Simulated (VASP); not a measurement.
Here is a VASP 6.6.1 calculation.

File INCAR:

```
SYSTEM = Ga3As
  PREC = Accurate
  ENCUT = 520
  EDIFF = 1E-6
  ISMEAR = 0
  SIGMA = 0.1
  LREAL = .FALSE.
  LASPH = .TRUE.
  NELM = 60
  ALGO = Fast
  ISIF = 2
  LWAVE = .FALSE.
  LCHARG = .FALSE.
  GGA = PE
  NBANDS = 30
```

Contents of KPOINTS:

```
Automatic mesh
0
G
  12 12 6
  0 0 0
```

File POSCAR:

```
Ga3As
1.0
    4.1378696781      0.0000000000      0.0000000000
   -2.0689348390      3.5835002588      0.0000000000
    0.0000000000      0.0000000000      8.0516049200
Ga As
3 1
Direct
    0.6666666667      0.3333333333      0.1627928908
    0.6666666667      0.3333333333      0.8372071092
    0.6666666667      0.3333333333      0.5000000000
    0.3333333333      0.6666666667      0.5000000000
```

Potentials or basis: VASP PAW PBE potentials, release 64 (Ga_d, As).

Command:

```bash
$ cat potpaw_PBE.64/Ga_d/POTCAR potpaw_PBE.64/As/POTCAR > POTCAR
$ mpirun -np 1 vasp_std > vasp.out
```

Q: What does it give for the pressure?

A: 0.1 GPa.

Q: What does it give for the band gap on the k mesh?

A: Zero (bands 22 and 23 overlap by 1.04 eV).

Forces on the atoms (eV/Å):
```
Ga   0.000  0.000  0.003
Ga   0.000  0.000 -0.003
Ga   0.000  0.000  0.000
As   0.000  0.000  0.000
```
